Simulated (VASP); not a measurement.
# Cd (Pm-3m) in VASP: notebook, part 2 of 2

VASP 6.6.1. Earlier steps stand in the parts before.

## Step 4: Single point, BLYP

This run uses another cell than the first one, of 30.76 Å³/atom, 1.136 times its volume.

Contents of INCAR:

```
PREC     = Accurate       # precision mode
ENCUT    = 520            # plane-wave cutoff, eV
EDIFF    = 1E-6           # SCF threshold, eV
ISMEAR   = -1             # smearing method
SIGMA    = 0.1            # smearing width, eV
LREAL    = F              # projectors in reciprocal space
LASPH    = T              # aspherical terms in the spheres
NELM     = 100            # most SCF steps
ALGO     = Normal         # electronic algorithm
ISIF     = 2              # what is computed and relaxed
LWAVE    = F              # write WAVECAR
LCHARG   = T              # write CHGCAR
GGA      = B5             # functional
ALDAX    = 1.0          
AGGAX    = 1.0          
AGGAC    = 1.0          
ALDAC    = 0.0          
LELF     = T              # ELF
LVHAR    = T            
NBANDS   = 12             # bands
```

Contents of KPOINTS:

```
regular mesh
0
Gamma
  11 11 11
```

Contents of POSCAR:

```
Cd
1.0
    3.1332266813      0.0000000000      0.0000000000
    0.0000000000      3.1332266813      0.0000000000
    0.0000000000      0.0000000000      3.1332266813
Cd
1
Direct
    0.0000000000      0.0000000000      0.0000000000
```

Potentials or basis: VASP PAW PBE potentials, release 64 (Cd).

The run is started by

```
cat potpaw_PBE.64/Cd/POTCAR > POTCAR
mpirun -np 1 vasp_std > vasp.out
```

OUTCAR:

```text
PREC = Accurate
   ENCUT = 520
   EDIFF = 1E-6
   ISMEAR = -1
   LREAL = F
   LASPH = T
   NELM = 100
   ISIF = 2
   GGA = B5

 ion  position               nearest neighbor table
   1  0.000  0.000  0.000-

  LATTYP: Found a simple cubic cell.
 ALAT       =     3.1332266813

  Lattice vectors:

 A1 = (   3.1332266813,   0.0000000000,   0.0000000000)
 A2 = (   0.0000000000,   3.1332266813,   0.0000000000)
 A3 = (   0.0000000000,   0.0000000000,   3.1332266813)

Analysis of symmetry for initial positions (statically):
=====================================================================
 Subroutine PRICEL returns:
 Original cell was already a primitive cell.

 Routine SETGRP: Setting up the symmetry group for a
 simple cubic supercell.

 Subroutine GETGRP returns: Found 48 space group operations
 (whereof 48 operations were pure point group operations)
 out of a pool of 48 trial point group operations.

The static configuration has the point symmetry O_h .

Analysis of symmetry for dynamics (positions and initial velocities):
=====================================================================
[... 167 lines left out ...]
      3      -6.9892      2.00000
      4      -6.9892      2.00000
      5      -6.9892      2.00000
      6      -5.4929      2.00000
      7      10.0262      0.00000
      8      10.0262      0.00000
      9      10.0262      0.00000
     10      13.5289      0.00000
     11      13.5289      0.00000
     12      14.3952      0.00000
[... 331 lines left out ...]
 k-point    24 :       0.2727    0.0909    0.0909
  band No.  band energies     occupation
      1      -7.8481      2.00000
      2      -7.5889      2.00000
      3      -7.1974      2.00000
      4      -7.1815      2.00000
      5      -7.0213      2.00000
      6      -3.9587      2.00000
      7       4.2388      0.00000
      8       9.8673      0.00000
      9      10.0819      0.00000
     10      15.7460      0.00000
     11      16.0569      0.00000
     12      17.9074      0.00000

 [... further k-points ...]

------------------------ aborting loop because EDIFF is reached ----------------------------------------

  FORCE on cell =-STRESS in cart. coord.  units (eV):
  Direction    XX          YY          ZZ          XY          YZ          ZX
  --------------------------------------------------------------------------------------
  -------------------------------------------------------------------------------------
  Total        0.0255592      0.0255592      0.0255592      0.0000000      0.0000000     -0.0000000
  in kB        1.3313182      1.3313182      1.3313182      0.0000000      0.0000000     -0.0000000
  external PRESSURE =       1.3313182 kB  Pullay stress =       0.0000000 kB

 VOLUME and BASIS-vectors are now :
 -----------------------------------------------------------------------------
  energy-cutoff  :      520.00
  volume of cell :       30.76
      direct lattice vectors                 reciprocal lattice vectors
     3.133226681  0.000000000  0.000000000     0.319159800  0.000000000  0.000000000
     0.000000000  3.133226681  0.000000000     0.000000000  0.319159800  0.000000000
     0.000000000  0.000000000  3.133226681     0.000000000  0.000000000  0.319159800

 POSITION                                       TOTAL-FORCE (eV/Angst)
 -----------------------------------------------------------------------------------
      0.00000      0.00000      0.00000         0.000000      0.000000      0.000000
 -----------------------------------------------------------------------------------
    total drift:                                0.000000     -0.000000      0.000000

  FREE ENERGIE OF THE ION-ELECTRON SYSTEM (eV)
  ---------------------------------------------------
  free  energy   TOTEN  =        -0.1617023234 eV

  energy  without entropy=       -0.1472563109  energy(sigma->0) =       -0.15447932
```

OSZICAR:

```text
N       E                     dE             d eps       ncg     rms          rms(c)
DAV:   1     0.726435813762E+02    0.72644E+02   -0.66997E+03  1392   0.944E+02
DAV:   2     0.123427054189E+01   -0.71409E+02   -0.68002E+02  1452   0.229E+02
DAV:   3    -0.203922380877E+00   -0.14382E+01   -0.14375E+01  1612   0.366E+01
DAV:   4    -0.206252949546E+00   -0.23306E-02   -0.23305E-02  1444   0.149E+00
DAV:   5    -0.206261046811E+00   -0.80973E-05   -0.80973E-05  1588   0.821E-02    0.126E+00
DAV:   6    -0.164279932629E+00    0.41981E-01   -0.11535E-01  1568   0.390E+00    0.102E+00
DAV:   7    -0.161964719781E+00    0.23152E-02   -0.63171E-03  1520   0.700E-01    0.633E-01
DAV:   8    -0.161681487967E+00    0.28323E-03   -0.92466E-04  1452   0.324E-01    0.209E-02
DAV:   9    -0.161697217561E+00   -0.15730E-04   -0.14677E-05  1536   0.264E-02    0.120E-02
DAV:  10    -0.161702407308E+00   -0.51897E-05   -0.52701E-06  1436   0.199E-02    0.837E-04
DAV:  11    -0.161702323351E+00    0.83957E-07   -0.15188E-08   748   0.136E-03
   1 F= -.16170232E+00 E0= -.15447932E+00  d E =-.144460E-01
```

stdout:

```text
POSCAR found type information on POSCAR Cd
 POSCAR found :  1 types and       1 ions
 scaLAPACK will be used
 -----------------------------------------------------------------------------
|                                                                             |
|                                                                             |
|     You enforced a specific xc type in the INCAR file but a different       |
|     I HOPE YOU KNOW WHAT YOU ARE DOING!                                     |
|                                                                             |
 -----------------------------------------------------------------------------

 LDA part: xc-table for (Slater(with rela. corr.)+VWN5), standard interpolation
 POSCAR, INCAR and KPOINTS ok, starting setup
 FFT: planning ... GRIDC
 FFT: planning ... GRID_SOFT
 FFT: planning ... GRID
 WAVECAR not read
 entering main loop
```

Wall time 8.5 s (1 thread of Intel Xeon Platinum 8488C (Sapphire Rapids), shared host); peak memory 0.14 GiB.

Results:

- Free energy: -0.1617 eV
- Pressure: 0.1 GPa
- Band gap on the k mesh: zero (band 6 reaches 4.06 eV, above the bottom of band 7 at 0.16 eV)

Caveat: the PAW data sets were made with another functional, which shifts forces and pressure a little.

## Step 5: Single point, BLYP (volume scaled by 1.08)

Contents of INCAR:

```
PREC = Accurate ; ENCUT = 520
EDIFF = 1E-7 ; ISMEAR = -1
SIGMA = 0.1 ; LREAL = False
LASPH = True ; NELM = 100
ALGO = Normal ; ISIF = 2
LWAVE = False ; LCHARG = False
GGA = B5 ; ALDAX = 1.0
AGGAX = 1.0 ; AGGAC = 1.0
ALDAC = 0.0 ; NBANDS = 12
```

KPOINTS is that of step 4.

Contents of POSCAR:

```
Cd
1.0
    3.2146453564      0.0000000000      0.0000000000
    0.0000000000      3.2146453564      0.0000000000
    0.0000000000      0.0000000000      3.2146453564
Cd
1
Direct
    0.0000000000      0.0000000000      0.0000000000
```

The run is started by

```
cat potpaw_PBE.64/Cd/POTCAR > POTCAR
mpirun -np 1 vasp_std > vasp.out
```

Run time: 8.2 s. Hardware: 1 thread of Intel Xeon Platinum 8488C (Sapphire Rapids), shared host; peak memory 0.14 GiB.

It converged, with:

```yaml
Free_energy: -0.1560 eV
Pressure: -0.8 GPa
Band_gap_on_the_k_mesh: zero (band 6 reaches 3.45 eV, above the bottom of band 7 at -0.04 eV)
```

Levels at points of the mesh, in eV from the Fermi level:
```csv
k point,band 2,band 3,band 4,band 5,band 6,band 7,band 8,band 9,band 10,band 11
"(0.00, 0.00, 0.00)",-8.94,-8.11,-8.11,-8.11,-6.26,8.45,8.45,8.45,11.83,11.83
```

Caveat: the cell differs from its parent crystal (volume scaled by 1.08); the PAW data sets were made with another functional, which shifts forces and pressure a little.

## Step 6: Single point, BLYP (volume scaled by 1.12)

Contents of INCAR:

```
AGGAC    = 1.0          
AGGAX    = 1.0          
ALDAC    = 0.0          
ALDAX    = 1.0          
ALGO     = Normal         # electronic algorithm
EDIFF    = 1E-7           # SCF threshold, eV
ENCUT    = 520            # plane-wave cutoff, eV
GGA      = B5             # functional
ISIF     = 2              # what is computed and relaxed
ISMEAR   = -1             # smearing method
LASPH    = T              # aspherical terms in the spheres
LCHARG   = F              # write CHGCAR
LREAL    = F              # projectors in reciprocal space
LWAVE    = F              # write WAVECAR
NBANDS   = 12             # bands
NELM     = 60             # most SCF steps
PREC     = Accurate       # precision mode
SIGMA    = 0.1            # smearing width, eV
```

Contents of KPOINTS:

```
k-points
0
Gamma
  11 11 11
```

Contents of POSCAR:

```
Cd
1.0
    3.2538522125      0.0000000000      0.0000000000
    0.0000000000      3.2538522125      0.0000000000
    0.0000000000      0.0000000000      3.2538522125
Cd
1
Direct
    0.0000000000      0.0000000000      0.0000000000
```

Potentials or basis: VASP PAW PBE potentials, release 64 (Cd).

The run is started by

```
cat potpaw_PBE.64/Cd/POTCAR > POTCAR
mpirun -np 1 vasp_std > vasp.out
```

It took 8.3 s on 1 thread of Intel Xeon Platinum 8488C (Sapphire Rapids), shared host; peak memory 0.14 GiB.

The run converged. Its results:

```
Free energy            : -0.1490 eV
Pressure               : -1.0 GPa
Band gap on the k mesh : zero (band 6 reaches 3.16 eV, above the bottom of band 7 at -0.12 eV)
```

Levels at points of the mesh, in eV from the Fermi level:
```
           k point  band 2  band 3  band 4  band 5  band 6  band 7  band 8  band 9  band 10  band 11
(0.00, 0.00, 0.00)   -8.86   -8.09   -8.09   -8.09   -6.09    8.25    8.25    8.25    11.58    11.58
```

Caveat: the cell differs from its parent crystal (volume scaled by 1.12); the PAW data sets were made with another functional, which shifts forces and pressure a little.

## Step 7: The runs side by side

```csv
cell,gap on the mesh (eV),pressure (GPa)
"a = 3.003 Å, 1 atom",none,3.3
"a = 3.091 Å, 1 atom",none,0.9
"a = 3.133 Å, 1 atom",none,0.1
"a = 3.215 Å, 1 atom",none,-0.8
"a = 3.254 Å, 1 atom",none,-1.0
```

Alike in all rows: task single point; level BLYP; potentials or basis VASP PAW PBE potentials, release 64 (Cd); no spin polarisation; k mesh 11 × 11 × 11; cutoff (eV) 520; smearing fermi-dirac 0.1 eV.

Caveats: the PAW data sets were made with another functional, which shifts forces and pressure a little.

Total energies depend on the potentials used, so only differences within one code and one set of settings carry meaning.
